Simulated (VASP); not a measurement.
# WS2 in VASP: further runs

WS2 is run at these levels: PBEsol; tasks: single point.

Program: VASP 6.6.1. These are calculated values, not measurements. Logs are shortened: lines on timing, memory, paths and dates and some standing lists are left out, and cuts for length are marked.

## (1) The cell of the first run

The cell holds a slab with vacuum, 3 atoms: a = 3.146 Å, b = 3.146 Å, c = 16.106 Å, α = 90.00°, β = 90.00°, γ = 120.00°.

## (2) Single point, PBEsol (strain +0.000 along x and y, -0.050 along z)

Input file INCAR:

```
ALGO     = Normal         # electronic algorithm
EDIFF    = 1E-6           # SCF threshold, eV
ENCUT    = 520            # plane-wave cutoff, eV
GGA      = PS             # functional
ISIF     = 2              # what is computed and relaxed
ISMEAR   = 0              # smearing method
LASPH    = T              # aspherical terms in the spheres
LCHARG   = F              # write CHGCAR
LREAL    = F              # projectors in reciprocal space
LWAVE    = F              # write WAVECAR
NBANDS   = 20             # bands
NELM     = 80             # most SCF steps
PREC     = Accurate       # precision mode
SIGMA    = 0.05           # smearing width, eV
```

Input file KPOINTS:

```
k-points
0
Gamma
  12 12 2
```

Input file POSCAR:

```
WS2
1.0
    3.1457762248      0.0000000000      0.0000000000
   -1.5728881124      2.7243221253      0.0000000000
    0.0000000000      0.0000000000     16.1057500304
W S
1 2
Direct
    0.3333333333      0.6666666667      0.0000000000
    0.6666666667      0.3333333333      0.9075761491
    0.6666666667      0.3333333333      0.0924238509
```

Potentials or basis: VASP PAW PBE potentials, release 64 (W_sv, S).

Started as:

```console
cat potpaw_PBE.64/W_sv/POTCAR potpaw_PBE.64/S/POTCAR > POTCAR
mpirun -np 1 vasp_std > vasp.out
```

OUTCAR:

```text
EDIFF = 1E-6
   ENCUT = 520
   GGA = PS
   ISIF = 2
   ISMEAR = 0
   LASPH = T
   LREAL = F
   NELM = 80
   PREC = Accurate

 ion  position               nearest neighbor table
   1  0.333  0.667  0.000-   2 2.35   3 2.35   2 2.35   3 2.35   2 2.35   3 2.35
   2  0.667  0.333  0.908-   1 2.35   1 2.35   1 2.35
   3  0.667  0.333  0.092-   1 2.35   1 2.35   1 2.35

  LATTYP: Found a hexagonal cell.
 ALAT       =     3.1457762248
 C/A-ratio  =     5.1198015623

  Lattice vectors:

 A1 = (   3.1457762248,   0.0000000000,   0.0000000000)
 A2 = (  -1.5728881124,   2.7243221253,   0.0000000000)
 A3 = (   0.0000000000,   0.0000000000,  16.1057500304)

Analysis of symmetry for initial positions (statically):
=====================================================================
 Subroutine PRICEL returns:
 Original cell was already a primitive cell.

 Routine SETGRP: Setting up the symmetry group for a
 hexagonal supercell.

 Subroutine GETGRP returns: Found 12 space group operations
 (whereof 12 operations were pure point group operations)
 out of a pool of 24 trial point group operations.

The static configuration has the point symmetry D_3h.

Analysis of symmetry for dynamics (positions and initial velocities):
=====================================================================
 Subroutine PRICEL returns:
 Original cell was already a primitive cell.

 Routine SETGRP: Setting up the symmetry group for a
 hexagonal supercell.

 Subroutine GETGRP returns: Found 12 space group operations
 (whereof 12 operations were pure point group operations)
 out of a pool of 24 trial point group operations.

The dynamic configuration has the point symmetry D_3h.

 Subroutine INISYM returns: Found 12 space group operations
 (whereof 12 operations are pure point group operations),
 and found     1 'primitive' translations

----------------------------------------------------------------------------------------

                                     Primitive cell

  volume of cell :     138.0280

  direct lattice vectors                    reciprocal lattice vectors
     3.145776225  0.000000000  0.000000000     0.317886566  0.183531894  0.000000000
    -1.572888112  2.724322125  0.000000000     0.000000000  0.367063788  0.000000000
[... 84 lines left out ...]
   LASPH  =      T    aspherical Exc in radial PAW
   ENCUT  =  520.0 eV  38.22 Ry    6.18 a.u.   5.85  5.85 29.95*2*pi/ulx,y,z
   NELM   =     80;   NELMIN=  2; NELMDL= -5     # of ELM steps
   EDIFF  = 0.1E-05   stopping-criterion for ELM
   LREAL  =      F    real-space projection
   EDIFFG = 0.1E-04   stopping-criterion for IOM
   NSW    =      0    number of steps for IOM
   IBRION =     -1    ionic relax: 0-MD 1-quasi-New 2-CG
   NFREE  =      0    steps in history (QN), initial steepest desc. (CG)
   ISIF   =      2    stress and relaxation
   ISYM   =      2    0-nonsym 1-usesym 2-fastsym
   POTIM  = 0.5000    time-step for ionic-motion
   TEBEG  =    0.0;   TEEND  =   0.0 temperature during run
   PSTRESS=    0.0 pullay stress
   NELECT =      26.0000    total number of electrons
   NUPDOWN=      -1.0000    fix difference up-down
   EMIN   =  10.00;   EMAX   =-10.00  energy-range for DOS
   EFERMI =   0.00;   METHOD = LEGACY
   ISMEAR =     0;   SIGMA  =   0.05  broadening in eV -4-tet -1-fermi 0-gaus
   EFERMI_NEDOS =   21; number of points for ismear=-14 and -15
   IALGO  =     38    algorithm
   IMIX   =      4    mixing-type and parameters
     AMIX     =   0.40;   BMIX     =  1.00
     AMIX_MAG =   1.60;   BMIX_MAG =  1.00
  volume/ion in A,a.u.               =      46.01       310.49
  Fermi-wavevector in a.u.,A,eV,Ry     =   0.938448  1.773410 11.982441  0.880685
  Thomas-Fermi vector in A             =   2.065661
   LORBIT       =      0    0 simple, 1 ext, 2 COOP (PROOUT), +10 PAW based schemes
   GGA     = PS    functional components
   LHFCALC =     F    Hartree Fock is set to
   AEXX    =    0.0000 exact exchange contribution
   IVDW    =     0    specifies the selected vdW correction
   LEPSILON=     F    determine dielectric tensor
   LRPA    =     F    only Hartree local field effects (RPA)
 non-spin polarized calculation
 Gauss-broadening in eV      SIGMA  =   0.05
  energy-cutoff  :      520.00
  volume of cell :      138.03
 maximum number of plane-waves:      3752
 NGX is ok and might be reduce to    24
   NGX = 11   NGY = 11   NGZ = 59

 number of electron      25.9999996 magnetization

 Free energy of the ion-electron system (eV)
  ---------------------------------------------------
  ext. energy  EPLUGINS =         0.00000000
  ---------------------------------------------------
  free energy    TOTEN  =       -25.11170116 eV

  energy without entropy =      -25.11170116  energy(sigma->0) =      -25.11170116

 E-fermi :  -0.4141     XC(G=0):  -4.7735

 val. band max:       -0.7835536445   @ k =   0.0000   0.0000   0.5000
 cond. band min:       0.6622836999   @ k =   0.3333   0.3333   0.5000
 fundamental gap:      1.4458373444
 Fermi energy:        -0.4140842471

 k-point     1 :       0.0000    0.0000    0.0000
  band No.  band energies     occupation
      1     -74.7881      2.00000
      2     -39.1080      2.00000
      3     -38.9360      2.00000
      4     -38.9360      2.00000
      5     -16.1876      2.00000
      6     -14.1363      2.00000
[... 541 lines left out ...]
     19       6.3194      0.00000
     20       6.7173      0.00000

 [... further k-points ...]

------------------------ aborting loop because EDIFF is reached ----------------------------------------

  FORCE on cell =-STRESS in cart. coord.  units (eV):
  Direction    XX          YY          ZZ          XY          YZ          ZX
  --------------------------------------------------------------------------------------
  -------------------------------------------------------------------------------------
  Total        2.1322982      2.1322982      5.3117710      0.0000000     -0.0000000      0.0000000
  in kB       24.7509166     24.7509166     61.6570427      0.0000000     -0.0000000      0.0000000
  external PRESSURE =      37.0529586 kB  Pullay stress =       0.0000000 kB

 VOLUME and BASIS-vectors are now :
 -----------------------------------------------------------------------------
  energy-cutoff  :      520.00
  volume of cell :      138.03
      direct lattice vectors                 reciprocal lattice vectors
     3.145776225  0.000000000  0.000000000     0.317886566  0.183531894  0.000000000
    -1.572888112  2.724322125  0.000000000     0.000000000  0.367063788  0.000000000
     0.000000000  0.000000000 16.105750030     0.000000000  0.000000000  0.062089626

 POSITION                                       TOTAL-FORCE (eV/Angst)
 -----------------------------------------------------------------------------------
     -0.00000      1.81621      0.00000         0.000000     -0.000000      0.000000
      1.57289      0.90811     14.61719        -0.000000     -0.000000     -1.793760
      1.57289      0.90811      1.48856         0.000000      0.000000      1.793760
 -----------------------------------------------------------------------------------
    total drift:                               -0.000000      0.000000     -0.000000

  FREE ENERGIE OF THE ION-ELECTRON SYSTEM (eV)
  ---------------------------------------------------
  free  energy   TOTEN  =       -25.1117011597 eV

  energy  without entropy=      -25.1117011597  energy(sigma->0) =      -25.11170116
```

OSZICAR:

```text
N       E                     dE             d eps       ncg     rms          rms(c)
DAV:   1     0.179990769921E+03    0.17999E+03   -0.13916E+04  1824   0.109E+03
DAV:   2    -0.128791217758E+02   -0.19287E+03   -0.18730E+03  1964   0.265E+02
DAV:   3    -0.261112998017E+02   -0.13232E+02   -0.13137E+02  2028   0.672E+01
[... 13 lines left out ...]
DAV:  17    -0.251116627402E+02   -0.27386E-04   -0.11741E-06  1644   0.405E-03    0.256E-03
DAV:  18    -0.251116946867E+02   -0.31946E-04   -0.18591E-06  1460   0.444E-03    0.187E-03
DAV:  19    -0.251116995581E+02   -0.48714E-05   -0.22741E-07  1560   0.172E-03    0.120E-03
DAV:  20    -0.251117011113E+02   -0.15532E-05   -0.52458E-08  1252   0.693E-04    0.512E-04
DAV:  21    -0.251117011597E+02   -0.48376E-07   -0.19202E-09  1136   0.235E-04
   1 F= -.25111701E+02 E0= -.25111701E+02  d E =-.377224E-27
```

Wall time 54 s (1 thread of Intel Xeon 6975P-C (Granite Rapids), shared host); peak memory 0.29 GiB.

Results:

```
Free energy            : -25.1117 eV
Largest force          : 1.794 eV/Å
Band gap on the k mesh : 1.45 eV, indirect (least direct gap 1.72 eV)
```

Forces in eV/Å, atoms in the order of the input:
```
W    0.000  0.000  0.000
S    0.000  0.000 -1.794
S    0.000  0.000  1.794
```

Caveat: the cell differs from its parent crystal (strain +0.000 along x and y, -0.050 along z); the PAW data sets were made with another functional, which shifts forces and pressure a little; spin-orbit coupling is left out, which moves the levels of the heavy elements.

## (3) Single point, PBEsol (strain -0.025 along x and y, +0.000 along z)

INCAR, as its differences from that of step 2:

```diff
@@ -7,7 +7,9 @@
 LASPH    = T              # aspherical terms in the spheres
-LCHARG   = F              # write CHGCAR
+LCHARG   = T              # write CHGCAR
+LELF     = T              # ELF
 LREAL    = F              # projectors in reciprocal space
+LVHAR    = T            
 LWAVE    = F              # write WAVECAR
 NBANDS   = 20             # bands
-NELM     = 80             # most SCF steps
+NELM     = 60             # most SCF steps
 PREC     = Accurate       # precision mode
```

KPOINTS is that of step 2.

Input file POSCAR:

```
WS2
1.0
    3.0671318192      0.0000000000      0.0000000000
   -1.5335659096      2.6562140722      0.0000000000
    0.0000000000      0.0000000000     16.9534210846
W S
1 2
Direct
    0.3333333333      0.6666666667      0.0000000000
    0.6666666667      0.3333333333      0.9075761491
    0.6666666667      0.3333333333      0.0924238509
```

Potentials or basis: VASP PAW PBE potentials, release 64 (W_sv, S).

Started as:

```console
cat potpaw_PBE.64/W_sv/POTCAR potpaw_PBE.64/S/POTCAR > POTCAR
mpirun -np 1 vasp_std > vasp.out
```

It took 60 s on 1 thread of Intel Xeon 6975P-C (Granite Rapids), shared host; peak memory 0.29 GiB.

The run converged. Its results:

| Quantity | Value |
| --- | --- |
| Free energy | -25.1614 eV |
| Largest force | 0.665 eV/Å |
| Band gap on the k mesh | 1.99 eV, indirect (least direct gap 2.26 eV) |

Forces in eV/Å, atoms in the order of the input:
```
W    0.000  0.000  0.000
S    0.000  0.000 -0.665
S    0.000  0.000  0.665
```

Levels at points of the mesh, in eV from the valence-band top:
```
           k point  band 10  band 11  band 12  band 13  band 14  band 15  band 16  band 17
(0.00, 0.00, 0.00)    -2.42    -1.45    -1.45    -0.36     3.22     3.22     3.39     3.39
(0.50, 0.00, 0.00)    -3.49    -2.36    -1.03    -1.02     3.39     3.64     4.18     5.12
(0.00, 0.00, 0.50)    -2.42    -1.45    -1.45    -0.36     3.22     3.22     3.39     3.39
(0.50, 0.00, 0.50)    -3.49    -2.36    -1.03    -1.02     3.39     3.64     4.18     5.12
```

Caveat: the cell differs from its parent crystal (strain -0.025 along x and y, +0.000 along z); the PAW data sets were made with another functional, which shifts forces and pressure a little; spin-orbit coupling is left out, which moves the levels of the heavy elements.

## (4) Single point, PBEsol (strain +0.000 along x and y, -0.025 along z)

Input file INCAR:

```
  ALGO = Normal
  EDIFF = 1E-6
  ENCUT = 520
  GGA = PS
  ISIF = 2
  ISMEAR = 0
  LASPH = T
  LCHARG = F
  LREAL = F
  LWAVE = F
  NBANDS = 20
  NELM = 60
  PREC = Accurate
  SIGMA = 0.05
```

KPOINTS is that of step 3.

Input file POSCAR:

```
WS2
1.0
    3.1457762248      0.0000000000      0.0000000000
   -1.5728881124      2.7243221253      0.0000000000
    0.0000000000      0.0000000000     16.5295855575
W S
1 2
Direct
    0.3333333333      0.6666666667      0.0000000000
    0.6666666667      0.3333333333      0.9075761491
    0.6666666667      0.3333333333      0.0924238509
```

Potentials or basis: VASP PAW PBE potentials, release 64 (W_sv, S).

Started as:

```console
cat potpaw_PBE.64/W_sv/POTCAR potpaw_PBE.64/S/POTCAR > POTCAR
mpirun -np 1 vasp_std > vasp.out
```

OUTCAR:

```text
EDIFF = 1E-6
   ENCUT = 520
   GGA = PS
   ISIF = 2
   ISMEAR = 0
   LASPH = T
   LREAL = F
   NELM = 60
   PREC = Accurate

 ion  position               nearest neighbor table
   1  0.333  0.667  0.000-   2 2.37   3 2.37   2 2.37   3 2.37   2 2.37   3 2.37
   2  0.667  0.333  0.908-   1 2.37   1 2.37   1 2.37
   3  0.667  0.333  0.092-   1 2.37   1 2.37   1 2.37

  LATTYP: Found a hexagonal cell.
 ALAT       =     3.1457762248
 C/A-ratio  =     5.2545331824

  Lattice vectors:

 A1 = (   3.1457762248,   0.0000000000,   0.0000000000)
 A2 = (  -1.5728881124,   2.7243221253,   0.0000000000)
 A3 = (   0.0000000000,   0.0000000000,  16.5295855575)

Analysis of symmetry for initial positions (statically):
=====================================================================
 Subroutine PRICEL returns:
 Original cell was already a primitive cell.

 Routine SETGRP: Setting up the symmetry group for a
 hexagonal supercell.

 Subroutine GETGRP returns: Found 12 space group operations
 (whereof 12 operations were pure point group operations)
 out of a pool of 24 trial point group operations.
[... 162 lines left out ...]
  free energy    TOTEN  =       -25.21507838 eV

  energy without entropy =      -25.21507838  energy(sigma->0) =      -25.21507838

 E-fermi :  -0.5750     XC(G=0):  -4.6863

 val. band max:       -1.0372060087   @ k =   0.0000   0.0000   0.5000
 cond. band min:       0.7367463451   @ k =   0.3333   0.3333   0.0000
 fundamental gap:      1.7739523538
 Fermi energy:        -0.5749826123

 k-point     1 :       0.0000    0.0000    0.0000
  band No.  band energies     occupation
      1     -74.9200      2.00000
      2     -39.2188      2.00000
      3     -39.0345      2.00000
      4     -39.0345      2.00000
      5     -16.1087      2.00000
      6     -14.2456      2.00000
[... 541 lines left out ...]
     19       6.1965      0.00000
     20       6.5163      0.00000

 [... further k-points ...]

------------------------ aborting loop because EDIFF is reached ----------------------------------------

  FORCE on cell =-STRESS in cart. coord.  units (eV):
  Direction    XX          YY          ZZ          XY          YZ          ZX
  --------------------------------------------------------------------------------------
  -------------------------------------------------------------------------------------
  Total        1.0199968      1.0199968      2.6091490      0.0000000      0.0000000      0.0000000
  in kB       11.5361562     11.5361562     29.5094570      0.0000000      0.0000000      0.0000000
  external PRESSURE =      17.5272565 kB  Pullay stress =       0.0000000 kB

 VOLUME and BASIS-vectors are now :
 -----------------------------------------------------------------------------
  energy-cutoff  :      520.00
  volume of cell :      141.66
      direct lattice vectors                 reciprocal lattice vectors
     3.145776225  0.000000000  0.000000000     0.317886566  0.183531894  0.000000000
    -1.572888112  2.724322125  0.000000000     0.000000000  0.367063788  0.000000000
     0.000000000  0.000000000 16.529585557     0.000000000  0.000000000  0.060497585

 POSITION                                       TOTAL-FORCE (eV/Angst)
 -----------------------------------------------------------------------------------
     -0.00000      1.81621      0.00000         0.000000     -0.000000      0.000000
      1.57289      0.90811     15.00186        -0.000000      0.000000     -0.863014
      1.57289      0.90811      1.52773        -0.000000      0.000000      0.863014
 -----------------------------------------------------------------------------------
    total drift:                               -0.000000      0.000000     -0.000000

  FREE ENERGIE OF THE ION-ELECTRON SYSTEM (eV)
  ---------------------------------------------------
  free  energy   TOTEN  =       -25.2150783808 eV

  energy  without entropy=      -25.2150783808  energy(sigma->0) =      -25.21507838
```

OSZICAR:

```text
N       E                     dE             d eps       ncg     rms          rms(c)
DAV:   1     0.176984409245E+03    0.17698E+03   -0.13969E+04  1824   0.109E+03
DAV:   2    -0.129860405334E+02   -0.18997E+03   -0.18418E+03  1932   0.261E+02
DAV:   3    -0.262451432422E+02   -0.13259E+02   -0.13167E+02  2068   0.668E+01
[... 13 lines left out ...]
DAV:  17    -0.252150302970E+02   -0.29218E-04   -0.19237E-06  1644   0.605E-03    0.474E-03
DAV:  18    -0.252150697567E+02   -0.39460E-04   -0.28461E-06  1496   0.527E-03    0.321E-03
DAV:  19    -0.252150758493E+02   -0.60925E-05   -0.33925E-07  1632   0.207E-03    0.212E-03
DAV:  20    -0.252150779388E+02   -0.20895E-05   -0.88815E-08  1312   0.971E-04    0.535E-04
DAV:  21    -0.252150783808E+02   -0.44200E-06   -0.12127E-08  1144   0.410E-04
   1 F= -.25215078E+02 E0= -.25215078E+02  d E =-.149846E-40
```

stdout:

```text
POSCAR found type information on POSCAR W S
 POSCAR found :  2 types and       3 ions
 scaLAPACK will be used
 -----------------------------------------------------------------------------
|                                                                             |
|                                                                             |
|     You enforced a specific xc type in the INCAR file but a different       |
|     I HOPE YOU KNOW WHAT YOU ARE DOING!                                     |
|                                                                             |
 -----------------------------------------------------------------------------

 LDA part: xc-table for (Slater+PW92), standard interpolation
 POSCAR, INCAR and KPOINTS ok, starting setup
 FFT: planning ... GRIDC
 FFT: planning ... GRID_SOFT
 FFT: planning ... GRID
 WAVECAR not read
 entering main loop
```

Wall time 58 s (1 thread of Intel Xeon 6975P-C (Granite Rapids), shared host); peak memory 0.3 GiB.

What came out:

- Free energy: -25.2151 eV
- Largest force: 0.863 eV/Å
- Band gap on the k mesh: 1.77 eV, indirect (least direct gap 1.83 eV)

Forces on the atoms (eV/Å):
```
W    0.000  0.000  0.000
S    0.000  0.000 -0.863
S    0.000  0.000  0.863
```

Levels at points of the mesh, in eV from the valence-band top:
```
           k point  band 11  band 12  band 13  band 14  band 15  band 16
(0.00, 0.00, 0.00)    -1.77    -1.77     0.00     2.98     2.98     3.28
(0.50, 0.00, 0.00)    -2.11    -1.33    -0.98     2.94     3.44     4.17
(0.00, 0.00, 0.50)    -1.77    -1.77     0.00     2.98     2.98     3.28
(0.50, 0.00, 0.50)    -2.11    -1.33    -0.98     2.94     3.44     4.17
```

Caveat: the cell differs from its parent crystal (strain +0.000 along x and y, -0.025 along z); the PAW data sets were made with another functional, which shifts forces and pressure a little; spin-orbit coupling is left out, which moves the levels of the heavy elements.

## (5) Overview

```tsv
cell	gap on the mesh (eV)	largest force (eV/Å)
a = 3.146, b = 3.146, c = 16.106 Å, angles 90.0, 90.0, 120.0°, 3 atoms	1.45	1.79
a = 3.067, b = 3.067, c = 16.953 Å, angles 90.0, 90.0, 120.0°, 3 atoms	1.99	0.66
a = 3.146, b = 3.146, c = 16.530 Å, angles 90.0, 90.0, 120.0°, 3 atoms	1.77	0.86
```

Alike in all rows: task single point; level PBEsol; potentials or basis VASP PAW PBE potentials, release 64 (W_sv, S); no spin polarisation; k mesh 12 × 12 × 2; cutoff (eV) 520; smearing gaussian 0.05 eV.

Caveats: the PAW data sets were made with another functional, which shifts forces and pressure a little; spin-orbit coupling is left out, which moves the levels of the heavy elements.

Total energies depend on the potentials used, so only differences within one code and one set of settings carry meaning.
